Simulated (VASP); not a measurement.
# Zr3ZnN2 (P6/mmm) in VASP: further runs, part 2 of 2

VASP 6.6.1. The steps go on from the part before.

## Step 3: Single point, PBE

This run uses another cell than the first one, of 15.23 Å³/atom, 0.974 times its volume.

INCAR reads:

```
PREC     = Accurate       # precision mode
ENCUT    = 520            # plane-wave cutoff, eV
EDIFF    = 1E-6           # SCF threshold, eV
ISMEAR   = 0              # smearing method
SIGMA    = 0.1            # smearing width, eV
LREAL    = False          # projectors in reciprocal space
LASPH    = True           # aspherical terms in the spheres
NELM     = 60             # most SCF steps
ALGO     = Normal         # electronic algorithm
ISIF     = 2              # what is computed and relaxed
LWAVE    = False          # write WAVECAR
LCHARG   = True           # write CHGCAR
GGA      = PE             # functional
LELF     = True           # ELF
LVHAR    = True         
NBANDS   = 38             # bands
```

KPOINTS reads:

```
regular mesh
0
Gamma
  6 6 4
```

POSCAR reads:

```
Zr3ZnN2
1.0
    5.0150631100      0.0000000000      0.0000000000
   -2.5075315600      4.3431720500      0.0000000000
    0.0000000000      0.0000000000      4.1964645500
Zr Zn N
3 1 2
Direct
    0.5000000000      0.5000000000      0.5000000000
    0.5000000000      0.0000000000      0.5000000000
    0.0000000000      0.5000000000      0.5000000000
    0.0000000000      0.0000000000      0.0000000000
    0.6666666700      0.3333333300      0.0000000000
    0.3333333300      0.6666666700      0.0000000000
```

Potentials or basis: VASP PAW PBE potentials, release 64 (Zr_sv, Zn, N).

The run is started by

```
cat potpaw_PBE.64/Zr_sv/POTCAR potpaw_PBE.64/Zn/POTCAR potpaw_PBE.64/N/POTCAR > POTCAR
mpirun -np 1 vasp_std > vasp.out
```

OUTCAR:

```text
PREC = Accurate
   ENCUT = 520
   EDIFF = 1E-6
   ISMEAR = 0
   LREAL = False
   LASPH = True
   NELM = 60
   ISIF = 2
   GGA = PE

 ion  position               nearest neighbor table
   1  0.500  0.500  0.500-   2 2.51   2 2.51   3 2.51   3 2.51   5 2.55   6 2.55   5 2.55   6 2.55
                             4 3.27   4 3.27   4 3.27   4 3.27
   2  0.500  0.000  0.500-   3 2.51   3 2.51   1 2.51   1 2.51   5 2.55   6 2.55   5 2.55   6 2.55
                             4 3.27   4 3.27   4 3.27   4 3.27
   3  0.000  0.500  0.500-   2 2.51   2 2.51   1 2.51   1 2.51   5 2.55   6 2.55   5 2.55   6 2.55
                             4 3.27   4 3.27   4 3.27   4 3.27
   4  0.000  0.000  0.000-   1 3.27   1 3.27   1 3.27   1 3.27   3 3.27   3 3.27   3 3.27   3 3.27
                             2 3.27   2 3.27   2 3.27   2 3.27
   5  0.667  0.333  0.000-   2 2.55   2 2.55   3 2.55   3 2.55   1 2.55   1 2.55
   6  0.333  0.667  0.000-   2 2.55   2 2.55   3 2.55   3 2.55   1 2.55   1 2.55

  LATTYP: Found a hexagonal cell.
 ALAT       =     5.0150631100
 C/A-ratio  =     0.8367720322

  Lattice vectors:

 A1 = (   5.0150631100,   0.0000000000,   0.0000000000)
 A2 = (  -2.5075315600,   4.3431720500,   0.0000000000)
 A3 = (   0.0000000000,   0.0000000000,   4.1964645500)

Analysis of symmetry for initial positions (statically):
=====================================================================
 Subroutine PRICEL returns:
 Original cell was already a primitive cell.

 Routine SETGRP: Setting up the symmetry group for a
 hexagonal supercell.

 Subroutine GETGRP returns: Found 24 space group operations
 (whereof 24 operations were pure point group operations)
 out of a pool of 24 trial point group operations.

The static configuration has the point symmetry D_6h.

Analysis of symmetry for dynamics (positions and initial velocities):
=====================================================================
[... 136 lines left out ...]
  Fermi-wavevector in a.u.,A,eV,Ry     =   1.406787  2.658443 26.926624  1.979051
  Thomas-Fermi vector in A             =   2.529112
   LORBIT       =      0    0 simple, 1 ext, 2 COOP (PROOUT), +10 PAW based schemes
   GGA     = PE    functional components
   LHFCALC =     F    Hartree Fock is set to
   AEXX    =    0.0000 exact exchange contribution
   IVDW    =     0    specifies the selected vdW correction
   LEPSILON=     F    determine dielectric tensor
   LRPA    =     F    only Hartree local field effects (RPA)
 non-spin polarized calculation
 Gauss-broadening in eV      SIGMA  =   0.10
  energy-cutoff  :      520.00
  volume of cell :       91.40
 maximum number of plane-waves:      2500
 NGX is ok and might be reduce to    40
   NGX = 19   NGY = 19   NGZ = 15

 number of electron      57.9999986 magnetization

 Free energy of the ion-electron system (eV)
  ---------------------------------------------------
  ext. energy  EPLUGINS =         0.00000000
  ---------------------------------------------------
  free energy    TOTEN  =       -39.13583905 eV

  energy without entropy =      -39.11330358  energy(sigma->0) =      -39.12457131

 E-fermi :   7.9193     XC(G=0): -11.5967

 val. band max:        7.8502311084   @ k =   0.5000   0.0000   0.5000
 cond. band min:       7.9217195030   @ k =   0.3333   0.0000   0.5000
 fundamental gap:      0.0714883947
 Fermi energy:         7.9192565295

 k-point     1 :       0.0000    0.0000    0.0000
  band No.  band energies     occupation
      1     -41.1823      2.00000
      2     -40.2420      2.00000
      3     -40.2420      2.00000
      4     -21.6366      2.00000
      5     -19.8980      2.00000
      6     -19.8980      2.00000
[... 850 lines left out ...]
     37      11.6510      0.00000
     38      11.6521      0.00000

------------------------ aborting loop because EDIFF is reached ----------------------------------------

  FORCE on cell =-STRESS in cart. coord.  units (eV):
  Direction    XX          YY          ZZ          XY          YZ          ZX
  --------------------------------------------------------------------------------------
  -------------------------------------------------------------------------------------
  Total       19.2704083     19.2704082    -29.7369182     -0.0000000     -0.0000000     -0.0000000
  in kB      337.7804444    337.7804436   -521.2421714     -0.0000004     -0.0000000     -0.0000000
  external PRESSURE =      51.4395722 kB  Pullay stress =       0.0000000 kB

 VOLUME and BASIS-vectors are now :
 -----------------------------------------------------------------------------
  energy-cutoff  :      520.00
  volume of cell :       91.40
      direct lattice vectors                 reciprocal lattice vectors
     5.015063110  0.000000000  0.000000000     0.199399285  0.115123231  0.000000000
    -2.507531560  4.343172050  0.000000000     0.000000000  0.230246462  0.000000000
     0.000000000  0.000000000  4.196464550     0.000000000  0.000000000  0.238295829

 POSITION                                       TOTAL-FORCE (eV/Angst)
 -----------------------------------------------------------------------------------
      1.25377      2.17159      2.09823         0.000000      0.000000     -0.000000
      2.50753      0.00000      2.09823         0.000000      0.000000     -0.000000
     -1.25377      2.17159      2.09823         0.000000      0.000000     -0.000000
      0.00000      0.00000      0.00000         0.000000      0.000000     -0.000000
      2.50753      1.44772      0.00000         0.000000      0.000000     -0.000000
     -0.00000      2.89545      0.00000        -0.000000      0.000000      0.000000
 -----------------------------------------------------------------------------------
    total drift:                               -0.000000     -0.000000     -0.000000

  FREE ENERGIE OF THE ION-ELECTRON SYSTEM (eV)
  ---------------------------------------------------
  free  energy   TOTEN  =       -39.1358390510 eV

  energy  without entropy=      -39.1133035761  energy(sigma->0) =      -39.12457131
```

stdout:

```text
POSCAR found type information on POSCAR ZrZnN
 POSCAR found :  3 types and       6 ions
 scaLAPACK will be used
 LDA part: xc-table for (Slater+PW92), standard interpolation
 POSCAR, INCAR and KPOINTS ok, starting setup
 FFT: planning ... GRIDC
 FFT: planning ... GRID_SOFT
 FFT: planning ... GRID
 WAVECAR not read
 entering main loop
```

Run time: 50 s. Hardware: 1 thread of AMD EPYC 9R45 (Zen 5), shared host; peak memory 0.22 GiB.

Results:

```yaml
Free_energy: -39.1358 eV
Pressure: 5.1 GPa
Band_gap_on_the_k_mesh: zero (band 29 reaches 8.05 eV, above the bottom of band 30 at 6.09 eV)
```

Stress tensor (GPa, compression positive):
```
 33.78   0.00   0.00
  0.00  33.78   0.00
  0.00   0.00 -52.12
```

Caveat: the k points lie up to 0.37 Å⁻¹ apart.
